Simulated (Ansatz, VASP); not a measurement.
One calculation of Au, two programs

```
Au
1.0
     2.91921    0.00000    0.00000
    -1.45960    2.52811    0.00000
     0.00000    0.00000    4.91232
Au
2
Cartesian
  1.4596 0.8427 1.2281
  0.0000 1.6854 3.6842
```

Change from the starting cell: volume scaled by 1.02.

Alike in both runs: task single point; functional LDA; k mesh 11 × 11 × 6; occupations fermi-dirac, width 0.05 eV; no spin polarisation.

|  | VASP | Ansatz |
| --- | --- | --- |
| version | VASP 6.6.1 | Ansatz 0.2.0 |
| potentials or method | VASP PAW LDA potentials, release 64 (Au), cutoff 520 eV | all-electron LAPW, scalar-relativistic |

Ansatz gave:

| Quantity | Value |
| --- | --- |
| gap on the k mesh at the Fermi level (eV) | none |
| pressure (GPa) | -13.2 |
| traceless stress, the component that is largest in VASP (GPa) | 0.12 |

Q: Which values does VASP return?

A: gap on the k mesh at the Fermi level (eV): none; pressure (GPa): -12.8; traceless stress, the component that is largest in VASP (GPa): 0.05.

LDA's correlation is that of Perdew and Zunger in VASP and of Perdew and Wang (1992) in Ansatz. A gap of «none» marks a metal or a gap that the smearing closes. Ansatz ran all-electron here, and VASP with PAW potentials.

Neither program's run includes spin-orbit coupling.
